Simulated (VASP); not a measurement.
Input of a VASP 6.6.1 run:

Contents of INCAR:

```
ALGO = Normal ; EDIFF = 1E-6
ENCUT = 520 ; GGA = PE
ISIF = 2 ; ISMEAR = -1
LASPH = T ; LCHARG = T
LELF = T ; LREAL = F
LVHAR = T ; LWAVE = F
NBANDS = 11 ; NELM = 100
PREC = Accurate ; SIGMA = 0.2
```

Contents of KPOINTS:

```
k-points
0
Gamma
  14 14 14
```

File POSCAR:

```
Pd
1.0
    0.0000000000      1.9734737307      1.9734737307
    1.9734737307      0.0000000000      1.9734737307
    1.9734737307      1.9734737307      0.0000000000
Pd
1
Direct
    0.0000000000      0.0000000000      0.0000000000
```

Potentials or basis: VASP PAW PBE potentials, release 64 (Pd).

Run with:

```bash
$ cat potpaw_PBE.64/Pd/POTCAR > POTCAR
$ mpirun -np 1 vasp_std > vasp.out
```

(1) What does it give for the band gap on the k mesh?

(2) Predict the pressure.

Answers

(1) zero (band 5 reaches 9.37 eV, above the bottom of band 6 at 7.88 eV).

(2) 0.3 GPa.
